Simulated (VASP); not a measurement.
Wanted: the native input for a VASP 6.6.1 run.

| Property | Result |
| --- | --- |
| Task | relaxation of cell and atoms |
| Functional | PBE |
| Potentials or basis | VASP PAW PBE potentials, release 64 (Pb_d, S) |
| Cutoff | 500 eV |
| k mesh | 6 × 6 × 6 |
| Occupations | fermi-dirac, width 0.1 eV |
| Spin | no spin polarisation |
| Target pressure | 20 GPa |
| Dipole correction | no |
| Further INCAR settings | ALGO = Normal; EDIFF = 1e-07; IBRION = 2; EDIFFG = -0.01; NSW = 80; ISIF = 3 |

The structure of PbS lies in POSCAR:

```
PbS
1.0
    0.0000000000      2.9657500000      2.9657500000
    2.9657500000      0.0000000000      2.9657500000
    2.9657500000      2.9657500000      0.0000000000
Pb S
1 1
Direct
    0.0000000000      0.0000000000      0.0000000000
    0.5000000000      0.5000000000      0.5000000000
```

One way to write it, as run:

INCAR

```
SYSTEM = PbS
ALGO = Normal
EDIFF = 1E-7
EDIFFG = -0.01
ENCUT = 500
GGA = PE
GGA_COMPAT = .False.
IBRION = 2
ISIF = 3
ISMEAR = -1
LASPH = .True.
LCHARG = .False.
LREAL = .False.
LWAVE = .False.
NELM = 120
NELMIN = 4
NSW = 80
PREC = Accurate
PSTRESS = 200.0
SIGMA = 0.1
```

KPOINTS

```
k-points
0
Gamma
  6 6 6
  0 0 0
```

Potentials or basis: VASP PAW PBE potentials, release 64 (Pb_d, S).

Launch:

```bash
$ cat potpaw_PBE.64/Pb_d/POTCAR potpaw_PBE.64/S/POTCAR > POTCAR
$ mpirun -np 1 vasp_std > vasp.out
```

Results of the run:

```json
{
 "Relaxed volume": "21.37 Å³/atom",
 "Relaxed cell": "a = 3.924 Å, b = 3.924 Å, c = 3.924 Å, α = 60.00°, β = 60.00°, γ = 60.00°",
 "Space group after relaxing (to 0.1 Å)": "Fm-3m (No. 225)",
 "Energy change on relaxing (the run minimises the enthalpy)": "+284.0 meV/atom",
 "Ionic steps": "7",
 "Pressure after relaxing": "20.0 GPa",
 "Band gap on the k mesh": "0.60 eV"
}
```

Caveat: the cell is relaxed towards a set pressure, so the run minimises the enthalpy, not the energy; the volume moved by over 15 % at a fixed basis, so the end points are rough; spin-orbit coupling is left out, which moves the levels of the heavy elements.

It took 30 s on 1 thread of Intel(R) Xeon(R) 6975P-C (Granite Rapids), with other jobs on the host, peak memory 0.19 GiB.
